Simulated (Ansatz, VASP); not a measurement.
## One calculation of Rh, two programs

```
Rh
1.0
     0.00000    1.92360    1.92360
     1.92360    0.00000    1.92360
     1.92360    1.92360    0.00000
Rh
1
Cartesian
  0.0000 0.0000 0.0000
```

Alike in both runs: task single point; functional revPBE; k mesh 14 × 14 × 14; occupations fermi-dirac, width 0.05 eV; non-collinear spin, spin-orbit coupling.

|  | VASP | Ansatz |
| --- | --- | --- |
| version | VASP 6.6.1 | Ansatz 0.2.0 |
| potentials or method | VASP PAW PBE potentials, release 64 (Rh_pv), cutoff 520 eV | plane waves (420 eV) with PAW, fully relativistic with spin-orbit coupling |
| valence electrons in the cell | 15 | 17 |

|  | VASP | Ansatz | Ansatz less VASP |
| --- | --- | --- | --- |
| net moment per atom (μB) | 0.00 | 0.00 | 0.000 |

VASP's potentials were made for PBE, not for revPBE. With one functional, cell and mesh, what is left measures potentials, basis and numerics. VASP's potentials hold 15 valence electrons a cell and Ansatz's 17, so a difference there can come from the potentials and not from the codes. Ansatz's warnings: seeded moment not kept.
